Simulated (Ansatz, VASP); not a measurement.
Ni: VASP beside Ansatz

```
Ni
1.0
     0.00000    3.53380    3.53380
     1.76690    0.00000    1.76690
     1.76690    1.76690    0.00000
Ni
2
Cartesian
  0.0000 0.0000 0.0000
  0.0000 1.7669 1.7669
```

Alike in both runs: task single point; functional r2SCAN; k mesh 6 × 12 × 12; occupations fermi-dirac, width 0.1 eV; collinear spin.

|  | VASP | Ansatz |
| --- | --- | --- |
| version | VASP 6.6.1 | Ansatz 0.2.0 |
| potentials or method | VASP PAW PBE potentials, release 64 (Ni), cutoff 520 eV | PAW, plane waves, scalar-relativistic |
| valence electrons in the cell | 20 | 36 |

|  | VASP | Ansatz | Ansatz less VASP |
| --- | --- | --- | --- |
| pressure (GPa) | -8.7 | -9.1 | -0.43 |
| net moment per atom (μB) | 0.73 | 0.75 | +0.013 |
| size of the moment on the site where the two differ most (μB) | 0.76 | 0.82 | +0.058 |

VASP's potentials were made for PBE, not for r2SCAN. Site moments also hang on the region over which each program counts them. VASP's potentials hold 20 valence electrons a cell and Ansatz's 36, so a difference there can come from the potentials and not from the codes. Ansatz's warnings: stability check not made.
